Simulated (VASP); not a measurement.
Runs of VASP 6.6.1 on CdSb3O. The structure is that of space group P4/mmm (No. 123), or close to it. The cells are those of the table. 

| task | cell | k mesh | cutoff (eV) | gap on the mesh (eV) | pressure (GPa) | relaxed volume (Å³/atom) | largest force (eV/Å) |
| --- | --- | --- | --- | --- | --- | --- | --- |
| single point | a = 3.254, b = 3.254, c = 12.460 Å, 5 atoms | 6 × 6 × 2 | 520 | none | -0.2 | - | 0.02 |
| relaxation of cell and atoms | relaxed from a = 3.356, b = 3.356, c = 11.174 Å, 5 atoms | 6 × 6 × 2 | 600 | none | -0.1 | (a) | 0.03 |
| single point | a = 3.264, b = 3.264, c = 12.183 Å, 5 atoms | 12 × 12 × 4 | 520 | none | -0.2 | - | 0.02 |
| single point | a = 4.296, b = 4.296, c = 6.951 Å, 5 atoms | 4 × 4 × 4 | 520 | none | 72.1 | - | 8.33 |
| relaxation of cell and atoms | relaxed from a = 4.296, b = 4.296, c = 6.951 Å, 5 atoms | 4 × 4 × 4 | 600 | none | 0.2 | 24.51 | 0.02 |

Alike in all rows: level PBE; potentials or basis VASP PAW PBE potentials, release 64 (Cd, Sb, O); no spin polarisation; smearing gaussian 0.1 eV.

**Question.** Fill in the values left out.

**Answer.** (a) 26.46.

Caveats: some runs use coarse meshes; spin-orbit coupling is left out, which moves the levels of the heavy elements; an odd number of electrons without spin polarisation forces a metal; a magnetic or distorted state may lie lower.

A k mesh can miss the band edges, and the runs leave out spin-orbit coupling on Cd, Sb.

A gap of «none» marks levels without a gap at the run's occupations.
